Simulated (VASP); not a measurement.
Runs of VASP 6.6.1 on LiBr. The structure is that of space group Fm-3m (No. 225), or close to it. The cells are those of the table. 

```csv
cell,gap on the mesh (eV),pressure (GPa)
"a = 3.741 Å, angles 60.0°, 2 atoms",5.50,4.3
"a = 3.938 Å, angles 60.0°, 2 atoms",(a),-0.7
"a = 3.999 Å, angles 60.0°, 2 atoms",4.60,(b)
"a = 3.874 Å, angles 60.0°, 2 atoms",4.99,0.6
"a = 3.809 Å, angles 60.0°, 2 atoms",(c),2.2
```

Alike in all rows: task single point; level PBE; potentials or basis VASP PAW PBE potentials, release 64 (Li_sv, Br); no spin polarisation; k mesh 4 × 4 × 4; cutoff (eV) 750; smearing gaussian 0.01 eV.

Question: Fill in the values left out.

Answer: (a) 4.78; (b) -1.6; (c) 5.23.

Caveats: all runs use coarse meshes.

A k mesh can miss the band edges, and the runs leave out spin-orbit coupling on Br.
